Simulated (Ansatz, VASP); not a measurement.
## Zn2C: VASP beside Ansatz

```
C Zn
1.0
     0.00000    2.57795    2.57795
     2.57795    0.00000    2.57795
     2.57795    2.57795    0.00000
C Zn
1 2
Direct
  0.00000 0.00000 0.00000
  0.25000 0.25000 0.25000
  0.75000 0.75000 0.75000
```

Alike in both runs: task single point; functional LDA; k mesh 8 × 8 × 8; occupations fermi-dirac, width 0.02 eV; no spin polarisation.

|  | VASP | Ansatz |
| --- | --- | --- |
| version | VASP 6.6.1 | Ansatz 0.2.0 |
| potentials or method | VASP PAW LDA potentials, release 64 (C, Zn) | plane waves, PAW |
| plane-wave cutoff (eV) | 520 | 420 |
| valence electrons in the cell | 28 | 28 |

```csv
,VASP,Ansatz,Ansatz less VASP
pressure (GPa),-6.5,-7.4,-0.85
```

LDA's correlation is that of Perdew and Zunger in VASP and of Perdew and Wang (1992) in Ansatz.
